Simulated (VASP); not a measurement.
# Al16N15 (a cell with a defect) in VASP: a series of runs

Al16N15 (a cell with a defect) is run at these levels: PBE; tasks: single point.

Program: VASP 6.6.1. These are calculated values, not measurements. Logs are shortened: lines on timing, memory, paths and dates and some standing lists are left out, and cuts for length are marked.

## (1) The cell of the first run

The cell holds a defect, 31 atoms: a = 6.226 Å, b = 6.226 Å, c = 9.962 Å, α = 90.00°, β = 90.00°, γ = 120.00°.

## (2) Single point, PBE, collinear spin

File INCAR:

```
ALGO     = Normal         # electronic algorithm
EDIFF    = 1E-6           # SCF threshold, eV
ENCUT    = 520            # plane-wave cutoff, eV
GGA      = PE             # functional
ISIF     = 2              # what is computed and relaxed
ISMEAR   = -1             # smearing method
ISPIN    = 2              # spin polarisation
LASPH    = T              # aspherical terms in the spheres
LCHARG   = F              # write CHGCAR
LORBIT   = 11             # projections on sites
LREAL    = Auto         
LWAVE    = F              # write WAVECAR
MAGMOM   = 0.5 0 0 0 0 0 0 0 0.5 0 0.5 0 0.5 0 0 0 0 0 0 0 0 0 0 0 0 0 0 0 0 0 0 # initial moments
NBANDS   = 86             # bands
NELECT   = 122.0        
NELM     = 150            # most SCF steps
PREC     = Accurate       # precision mode
SIGMA    = 0.01           # smearing width, eV
```

File KPOINTS:

```
k-points
0
Gamma
  4 4 2
```

File POSCAR:

```
Al16N15
1.0
    6.2260000000      0.0000000000      0.0000000000
   -3.1130000000      5.3918741640      0.0000000000
    0.0000000000      0.0000000000      9.9620000000
Al N
16 15
Direct
    0.1666666667      0.3333333333     -0.0091013396
    0.1666666667      0.3333333333      0.5015424178
    0.1644226467      0.8322113234     -0.0009105758
    0.1654833915      0.8327416958      0.5006397806
    0.6677886766      0.3355773533     -0.0009105758
    0.6672583042      0.3345166085      0.5006397806
    0.6677886766      0.8322113234     -0.0009105758
    0.6672583042      0.8327416958      0.5006397806
    0.3361523680      0.1638476320      0.2509598444
    0.3337005615      0.1662994385      0.7495640146
    0.3361523680      0.6723047361      0.2509598444
    0.3337005615      0.6674011229      0.7495640146
    0.8276952639      0.1638476320      0.2509598444
    0.8325988771      0.1662994385      0.7495640146
    0.8333333333      0.6666666667      0.2520400037
    0.8333333333      0.6666666667      0.7493021838
    0.1666666667      0.3333333333      0.6924966001
    0.1650774027      0.8325387013      0.1903806284
    0.1674112403      0.8337056202      0.6912775806
    0.6674612987      0.3349225973      0.1903806284
    0.6662943798      0.3325887597      0.6912775806
    0.6674612987      0.8325387013      0.1903806284
    0.6662943798      0.8337056202      0.6912775806
    0.3325120668      0.1674879332      0.4394927010
    0.3334096511      0.1665903489      0.9432237566
    0.3325120668      0.6650241336      0.4394927010
    0.3334096511      0.6668193023      0.9432237566
    0.8349758664      0.1674879332      0.4394927010
    0.8331806977      0.1665903489      0.9432237566
    0.8333333333      0.6666666667      0.4413961218
    0.8333333333      0.6666666667      0.9404865958
```

Potentials or basis: VASP PAW PBE potentials, release 64 (Al, N).

On the command line:

```
$ cat potpaw_PBE.64/Al/POTCAR potpaw_PBE.64/N/POTCAR > POTCAR
$ mpirun -np 1 vasp_std > vasp.out
```

OUTCAR:

```text
EDIFF = 1E-6
   ENCUT = 520
   GGA = PE
   ISIF = 2
   ISMEAR = -1
   ISPIN = 2
   LASPH = T
   LORBIT = 11
   LREAL = Auto
   NELECT = 122.0
   NELM = 150
   PREC = Accurate

 ion  position               nearest neighbor table
   1  0.167  0.333  0.991-  25 1.86  29 1.86  27 1.86  10 3.00  14 3.00  12 3.00   5 3.11   3 3.11
                             7 3.11   7 3.11   5 3.11   3 3.11   9 3.17  13 3.17  11 3.17
   2  0.167  0.333  0.502-  24 1.89  28 1.89  26 1.89  17 1.90  10 3.06  14 3.06  12 3.06   9 3.09
                            13 3.09  11 3.09   6 3.11   4 3.11   8 3.11   8 3.11   6 3.11   4 3.11
   3  0.164  0.832  0.999-  31 1.88  27 1.89  25 1.89  18 1.91  16 3.06  10 3.07  12 3.07  11 3.08
                             9 3.08  15 3.09   7 3.09   5 3.09   1 3.11   1 3.11   7 3.13   5 3.13
   4  0.165  0.833  0.501-  30 1.89  19 1.90  24 1.90  26 1.90  15 3.06  16 3.06  11 3.06   9 3.06
                            10 3.06  12 3.06   8 3.10   6 3.10   2 3.11   2 3.11   8 3.12   6 3.12
   5  0.668  0.336  0.999-  31 1.88  25 1.89  29 1.89  20 1.91  16 3.06  10 3.07  14 3.07   9 3.08
                            13 3.08  15 3.09   3 3.09   7 3.09   1 3.11   1 3.11   7 3.13   3 3.13
   6  0.667  0.335  0.501-  30 1.89  21 1.90  24 1.90  28 1.90  15 3.06  16 3.06   9 3.06  13 3.06
                            10 3.06  14 3.06   4 3.10   8 3.10   2 3.11   2 3.11   8 3.12   4 3.12
   7  0.668  0.832  0.999-  31 1.88  27 1.89  29 1.89  22 1.91  16 3.06  12 3.07  14 3.07  11 3.08
                            13 3.08  15 3.09   3 3.09   5 3.09   1 3.11   1 3.11   3 3.13   5 3.13
   8  0.667  0.833  0.501-  30 1.89  23 1.90  26 1.90  28 1.90  15 3.06  16 3.06  11 3.06  13 3.06
                            12 3.06  14 3.06   4 3.10   6 3.10   2 3.11   2 3.11   4 3.12   6 3.12
   9  0.336  0.164  0.251-  24 1.88  20 1.89  18 1.89  13 3.06  11 3.06   6 3.06   4 3.06   5 3.08
[... 16 lines left out ...]
  18  0.165  0.833  0.190-  11 1.89   9 1.89  15 1.89   3 1.91
  19  0.167  0.834  0.691-  10 1.88  12 1.88  16 1.89   4 1.90
  20  0.667  0.335  0.190-  13 1.89   9 1.89  15 1.89   5 1.91
  21  0.666  0.333  0.691-  10 1.88  14 1.88  16 1.89   6 1.90
  22  0.667  0.833  0.190-  11 1.89  13 1.89  15 1.89   7 1.91
  23  0.666  0.834  0.691-  12 1.88  14 1.88  16 1.89   8 1.90
  24  0.333  0.167  0.439-   9 1.88   2 1.89   6 1.90   4 1.90
  25  0.333  0.167  0.943-   1 1.86   5 1.89   3 1.89  10 1.93
  26  0.333  0.665  0.439-  11 1.88   2 1.89   8 1.90   4 1.90
  27  0.333  0.667  0.943-   1 1.86   7 1.89   3 1.89  12 1.93
  28  0.835  0.167  0.439-  13 1.88   2 1.89   8 1.90   6 1.90
  29  0.833  0.167  0.943-   1 1.86   5 1.89   7 1.89  14 1.93
  30  0.833  0.667  0.441-   4 1.89   8 1.89   6 1.89  15 1.89
  31  0.833  0.667  0.940-   3 1.88   7 1.88   5 1.88  16 1.90

  LATTYP: Found a hexagonal cell.
 ALAT       =     6.2260000000
 C/A-ratio  =     1.6000642467

  Lattice vectors:

 A1 = (   6.2260000000,   0.0000000000,   0.0000000000)
 A2 = (  -3.1130000000,   5.3918741640,   0.0000000000)
 A3 = (   0.0000000000,   0.0000000000,   9.9620000000)
[... 236 lines left out ...]

 val. band max:        6.4103057868   @ k =   0.5000   0.0000   0.0000
 cond. band min:       9.0379229690   @ k =   0.5000   0.0000   0.0000
 fundamental gap:      2.6276171822
 Fermi energy:         6.6660357688

 spin component 1

 k-point     1 :       0.0000    0.0000    0.0000
  band No.  band energies     occupation
      1      -9.0834      1.00000
      2      -8.2902      1.00000
      3      -8.1764      1.00000
      4      -7.2985      1.00000
      5      -7.2985      1.00000
      6      -7.1168      1.00000
[... 597 lines left out ...]
     72      12.8796      0.00000
     73      13.1441      0.00000
 Fermi energy:         6.6660357688

 spin component 2

 k-point     1 :       0.0000    0.0000    0.0000
  band No.  band energies     occupation
      1      -9.0834      1.00000
      2      -8.2902      1.00000
      3      -8.1764      1.00000
      4      -7.2985      1.00000
      5      -7.2985      1.00000
      6      -7.1168      1.00000
[... 597 lines left out ...]
     72      12.8795      0.00000
     73      13.1441      0.00000
 [bands above 73 left out]

------------------------ aborting loop because EDIFF is reached ----------------------------------------

  FORCE on cell =-STRESS in cart. coord.  units (eV):
  Direction    XX          YY          ZZ          XY          YZ          ZX
  --------------------------------------------------------------------------------------
  -------------------------------------------------------------------------------------
  Total       -3.9044001     -3.9044001     -4.9604503     -0.0000000      0.0000000      0.0000000
  in kB      -18.7055075    -18.7055075    -23.7649162     -0.0000000      0.0000000      0.0000000
  external PRESSURE =     -20.3919771 kB  Pullay stress =       0.0000000 kB

 VOLUME and BASIS-vectors are now :
 -----------------------------------------------------------------------------
  energy-cutoff  :      520.00
  volume of cell :      334.42
      direct lattice vectors                 reciprocal lattice vectors
     6.226000000  0.000000000  0.000000000     0.160616768  0.092732134  0.000000000
    -3.113000000  5.391874164  0.000000000     0.000000000  0.185464269  0.000000000
     0.000000000  0.000000000  9.962000000     0.000000000  0.000000000  0.100381450

 POSITION                                       TOTAL-FORCE (eV/Angst)
 -----------------------------------------------------------------------------------
      0.00000      1.79729      9.87133         0.000000      0.000000     -0.010203
      0.00000      1.79729      4.99637         0.000000     -0.000000      0.004294
     -1.56698      4.48718      9.95293        -0.000944     -0.000545      0.005073
     -1.56203      4.49004      4.98737         0.002760      0.001593      0.000091
      3.11300      1.80939      9.95293         0.000000      0.001090      0.005073
      3.11300      1.80367      4.98737         0.000000     -0.003187      0.000091
[... 23 lines left out ...]
      3.11300      3.59458      4.39719         0.000000      0.000000     -0.003502
      3.11300      3.59458      9.36913         0.000000     -0.000000     -0.003543
 -----------------------------------------------------------------------------------
    total drift:                                0.000000      0.000000      0.016700

  FREE ENERGIE OF THE ION-ELECTRON SYSTEM (eV)
  ---------------------------------------------------
  free  energy   TOTEN  =      -233.5309117157 eV

  energy  without entropy=     -233.5309117157  energy(sigma->0) =     -233.53091172

 total charge

# of ion       s       p       d       tot
------------------------------------------
    1        0.377   0.417   0.000   0.793
    2        0.364   0.434   0.000   0.798
    3        0.366   0.437   0.000   0.803
    4        0.365   0.432   0.000   0.796
    5        0.366   0.437   0.000   0.803
    6        0.365   0.432   0.000   0.796
[... 23 lines left out ...]
   30        1.222   2.641   0.000   3.863
   31        1.222   2.643   0.000   3.865
--------------------------------------------------
tot         24.237  46.279   0.000  70.516

 magnetization (x)

# of ion       s       p       d       tot
------------------------------------------
    1       -0.000  -0.000   0.000  -0.000
    2       -0.000  -0.000   0.000  -0.000
    3       -0.000   0.000   0.000  -0.000
    4       -0.000  -0.000   0.000  -0.000
    5       -0.000   0.000   0.000  -0.000
    6       -0.000  -0.000   0.000  -0.000
[... 23 lines left out ...]
   30        0.000   0.000   0.000   0.000
   31       -0.000  -0.000   0.000  -0.000
--------------------------------------------------
tot         -0.000   0.000   0.000  -0.000
```

Wall time 6.2 min (1 thread of Intel Xeon Platinum 8481C at 2.70GHz (Sapphire Rapids), shared host); peak memory 0.73 GiB.

What came out:

```yaml
Free_energy: -233.5309 eV
Largest_force: 0.012 eV/Å
Net_moment: 0.00 μB per cell
Valence_electrons_inside_the_program's_atomic_spheres: Al 0.79, 0.80, 0.78; N 3.85, 3.86, 3.87
```

Forces on the atoms (eV/Å):
```
Al   0.000  0.000 -0.010
Al   0.000  0.000  0.004
Al  -0.001 -0.001  0.005
Al   0.003  0.002  0.000
Al   0.000  0.001  0.005
Al   0.000 -0.003  0.000
Al   0.001 -0.001  0.005
Al  -0.003  0.002  0.000
Al   0.010 -0.006 -0.004
Al  -0.003  0.002  0.001
Al   0.000  0.011 -0.004
Al   0.000 -0.003  0.001
Al  -0.010 -0.006 -0.004
Al   0.003  0.002  0.001
Al   0.000  0.000 -0.001
Al   0.000  0.000  0.001
N    0.000  0.000 -0.006
N   -0.004 -0.002 -0.007
N    0.000  0.000  0.001
N    0.000  0.005 -0.007
N    0.000  0.000  0.001
N    0.004 -0.002 -0.007
N    0.000  0.000  0.001
N    0.000  0.000  0.012
N    0.010 -0.006 -0.002
N    0.000 -0.001  0.012
N    0.000  0.011 -0.002
N    0.000  0.000  0.012
N   -0.010 -0.006 -0.002
N    0.000  0.000 -0.004
N    0.000  0.000 -0.004
```

Caveat: the cell carries a net charge on a neutralising background, which shifts energy and pressure; the cell is charged against a uniform background, so pressure and absolute levels hang on convention.

## (3) Single point, PBE

File INCAR:

```
PREC = Accurate
ENCUT = 520
EDIFF = 1E-7
ISMEAR = -1
SIGMA = 0.01
LREAL = Auto
LASPH = True
NELM = 100
ALGO = Normal
ISIF = 2
LWAVE = False
LCHARG = False
GGA = PE
NELECT = 120.0
NBANDS = 82
```

File KPOINTS:

```
Automatic mesh
0
Gamma
  4 4 2
```

File POSCAR:

```
Al16N15
1.0
    6.2260000000      0.0000000000      0.0000000000
   -3.1130000000      5.3918741640      0.0000000000
    0.0000000000      0.0000000000      9.9620000000
Al N
16 15
Direct
    0.1666666667      0.3333333333     -0.0590816016
    0.1666666667      0.3333333333      0.5085108861
    0.1638400466      0.8319200233     -0.0033452533
    0.1599661684      0.8299830842      0.5028021092
    0.6680799767      0.3361599534     -0.0033452533
    0.6700169158      0.3400338316      0.5028021092
    0.6680799767      0.8319200233     -0.0033452533
    0.6700169158      0.8299830842      0.5028021092
    0.3527361284      0.1472638716      0.2589467545
    0.3387173900      0.1612826100      0.7473743008
    0.3527361284      0.7054722567      0.2589467545
    0.3387173900      0.6774347801      0.7473743008
    0.7945277433      0.1472638716      0.2589467545
    0.8225652199      0.1612826100      0.7473743008
    0.8333333333      0.6666666667      0.2537654157
    0.8333333333      0.6666666667      0.7508751718
    0.1666666667      0.3333333333      0.7033580454
    0.1643048021      0.8321524010      0.1901561555
    0.1658247891      0.8329123946      0.6903440804
    0.6678475990      0.3356951979      0.1901561555
    0.6670876054      0.3341752109      0.6903440804
    0.6678475990      0.8321524010      0.1901561555
    0.6670876054      0.8329123946      0.6903440804
    0.3308945219      0.1691054781      0.4410618566
    0.3353519887      0.1646480113      0.9427197266
    0.3308945219      0.6617890438      0.4410618566
    0.3353519887      0.6707039773      0.9427197266
    0.8382109562      0.1691054781      0.4410618566
    0.8292960227      0.1646480113      0.9427197266
    0.8333333333      0.6666666667      0.4405218149
    0.8333333333      0.6666666667      0.9418710768
```

Potentials or basis: VASP PAW PBE potentials, release 64 (Al, N).

On the command line:

```
$ cat potpaw_PBE.64/Al/POTCAR potpaw_PBE.64/N/POTCAR > POTCAR
$ mpirun -np 1 vasp_std > vasp.out
```

OUTCAR:

```text
PREC = Accurate
   ENCUT = 520
   EDIFF = 1E-7
   ISMEAR = -1
   LREAL = Auto
   LASPH = True
   NELM = 100
   ISIF = 2
   GGA = PE
   NELECT = 120.0

 ion  position               nearest neighbor table
   1  0.167  0.333  0.941-  25 1.82  29 1.82  27 1.82  17 2.37  10 2.68  14 2.68  12 2.68   5 3.16
                             3 3.16   7 3.16   7 3.16   5 3.16   3 3.16
   2  0.167  0.333  0.509-  24 1.89  28 1.89  26 1.89  17 1.94  10 3.02  14 3.02  12 3.02   6 3.11
                             4 3.11   8 3.11   8 3.11   6 3.11   4 3.11   9 3.19  13 3.19  11 3.19
   3  0.164  0.832  0.997-  31 1.86  25 1.87  27 1.87  18 1.93  16 3.03  12 3.05  10 3.05   7 3.09
                             5 3.09  15 3.12   9 3.12  11 3.12   7 3.14   5 3.14   1 3.16   1 3.16
   4  0.160  0.830  0.503-  30 1.87  19 1.87  26 1.93  24 1.93   9 2.98  11 2.98  12 3.02  10 3.02
                            16 3.03  15 3.04   8 3.05   6 3.05   2 3.11   2 3.11   8 3.18   6 3.18
   5  0.668  0.336  0.997-  31 1.86  25 1.87  29 1.87  20 1.93  16 3.03  14 3.05  10 3.05   7 3.09
                             3 3.09  15 3.12   9 3.12  13 3.12   7 3.14   3 3.14   1 3.16   1 3.16
   6  0.670  0.340  0.503-  30 1.87  21 1.87  24 1.93  28 1.93   9 2.98  13 2.98  14 3.02  10 3.02
                            16 3.03  15 3.04   4 3.05   8 3.05   2 3.11   2 3.11   8 3.18   4 3.18
   7  0.668  0.832  0.997-  31 1.86  27 1.87  29 1.87  22 1.93  16 3.03  12 3.05  14 3.05   3 3.09
                             5 3.09  15 3.12  11 3.12  13 3.12   3 3.14   5 3.14   1 3.16   1 3.16
   8  0.670  0.830  0.503-  30 1.87  23 1.87  26 1.93  28 1.93  11 2.98  13 2.98  12 3.02  14 3.02
                            16 3.03  15 3.04   4 3.05   6 3.05   2 3.11   2 3.11   4 3.18   6 3.18
   9  0.353  0.147  0.259-  24 1.83  20 1.84  18 1.84  13 2.75  11 2.75   6 2.98   4 2.98  15 3.12
                            15 3.12   5 3.12   3 3.12   2 3.19
  10  0.339  0.161  0.747-  21 1.86  19 1.86  17 1.91  25 1.95   1 2.68  14 3.01  12 3.01   2 3.02
                             6 3.02   4 3.02   5 3.05   3 3.05  16 3.11  16 3.11  14 3.21  12 3.21
  11  0.353  0.705  0.259-  26 1.83  22 1.84  18 1.84  13 2.75   9 2.75   8 2.98   4 2.98  15 3.12
                            15 3.12   7 3.12   3 3.12   2 3.19
  12  0.339  0.677  0.747-  19 1.86  23 1.86  17 1.91  27 1.95   1 2.68  10 3.01  14 3.01   2 3.02
                             4 3.02   8 3.02   3 3.05   7 3.05  16 3.11  16 3.11  10 3.21  14 3.21
  13  0.795  0.147  0.259-  28 1.83  20 1.84  22 1.84   9 2.75  11 2.75   8 2.98   6 2.98  15 3.12
                            15 3.12   7 3.12   5 3.12   2 3.19
[... 240 lines left out ...]

 Free energy of the ion-electron system (eV)
  ---------------------------------------------------
  ext. energy  EPLUGINS =         0.00000000
  ---------------------------------------------------
  free energy    TOTEN  =      -246.63165568 eV

  energy without entropy =     -246.63165560  energy(sigma->0) =     -246.63165564

 E-fermi :   5.9788     XC(G=0): -10.6150

 val. band max:        5.8461933120   @ k =   0.0000   0.0000   0.0000
 cond. band min:       6.1012642188   @ k =   0.0000   0.0000   0.0000
 fundamental gap:      0.2550709068
 Fermi energy:         5.9787792961

 k-point     1 :       0.0000    0.0000    0.0000
  band No.  band energies     occupation
      1      -9.2026      2.00000
      2      -8.3817      2.00000
      3      -8.2446      2.00000
      4      -7.6197      2.00000
      5      -7.6197      2.00000
      6      -7.1212      2.00000
[... 589 lines left out ...]
     71      12.8012      0.00000
     72      12.9355      0.00000
 [bands above 72 left out]

------------------------ aborting loop because EDIFF is reached ----------------------------------------

  FORCE on cell =-STRESS in cart. coord.  units (eV):
  Direction    XX          YY          ZZ          XY          YZ          ZX
  --------------------------------------------------------------------------------------
  -------------------------------------------------------------------------------------
  Total      -13.2585074    -13.2585074    -22.7551866      0.0000000      0.0000000      0.0000000
  in kB      -63.5199015    -63.5199015   -109.0173401      0.0000000      0.0000000      0.0000000
  external PRESSURE =     -78.6857144 kB  Pullay stress =       0.0000000 kB

 VOLUME and BASIS-vectors are now :
 -----------------------------------------------------------------------------
  energy-cutoff  :      520.00
  volume of cell :      334.42
      direct lattice vectors                 reciprocal lattice vectors
     6.226000000  0.000000000  0.000000000     0.160616768  0.092732134  0.000000000
    -3.113000000  5.391874164  0.000000000     0.000000000  0.185464269  0.000000000
     0.000000000  0.000000000  9.962000000     0.000000000  0.000000000  0.100381450

 POSITION                                       TOTAL-FORCE (eV/Angst)
 -----------------------------------------------------------------------------------
      0.00000      1.79729      9.37343        -0.000000     -0.000000     -0.003007
      0.00000      1.79729      5.06579        -0.000000     -0.000000     -0.001470
     -1.56970      4.48561      9.92867         0.002482      0.001433      0.007025
     -1.58779      4.47516      5.00891         0.000507      0.000293      0.004921
      3.11300      1.81253      9.92867         0.000000     -0.002866      0.007025
      3.11300      1.83342      5.00891        -0.000000     -0.000586      0.004921
[... 23 lines left out ...]
      3.11300      3.59458      4.38848        -0.000000     -0.000000      0.001263
      3.11300      3.59458      9.38292        -0.000000     -0.000000     -0.007120
 -----------------------------------------------------------------------------------
    total drift:                               -0.000001      0.000000     -0.002352

  FREE ENERGIE OF THE ION-ELECTRON SYSTEM (eV)
  ---------------------------------------------------
  free  energy   TOTEN  =      -246.6316556788 eV

  energy  without entropy=     -246.6316555955  energy(sigma->0) =     -246.63165564
```

It took 4.2 min on 1 thread of Intel Xeon 6975P-C (Granite Rapids), shared host; peak memory 0.49 GiB.

What came out:

| Property | Result |
| --- | --- |
| Free energy | -246.6317 eV |
| Largest force | 0.025 eV/Å |

Forces in eV/Å, atoms in the order of the input:
```
Al   0.000  0.000 -0.003
Al   0.000  0.000 -0.001
Al   0.002  0.001  0.007
Al   0.001  0.000  0.005
Al   0.000 -0.003  0.007
Al   0.000 -0.001  0.005
Al  -0.002  0.001  0.007
Al  -0.001  0.000  0.005
Al   0.000  0.000 -0.008
Al  -0.013  0.008  0.020
Al   0.000  0.000 -0.008
Al   0.000 -0.015  0.020
Al   0.000  0.000 -0.008
Al   0.013  0.008  0.020
Al   0.000  0.000 -0.018
Al   0.000  0.000  0.023
N    0.000  0.000 -0.022
N   -0.008 -0.004 -0.006
N    0.001  0.001 -0.014
N    0.000  0.009 -0.006
N    0.000 -0.001 -0.014
N    0.008 -0.004 -0.006
N   -0.001  0.001 -0.014
N    0.001 -0.001  0.016
N    0.004 -0.002 -0.011
N    0.000  0.002  0.016
N    0.000  0.004 -0.011
N   -0.001 -0.001  0.016
N   -0.004 -0.002 -0.011
N    0.000  0.000  0.001
N    0.000  0.000 -0.007
```

Caveat: the cell carries a net charge on a neutralising background, which shifts energy and pressure; the cell is charged against a uniform background, so pressure and absolute levels hang on convention.
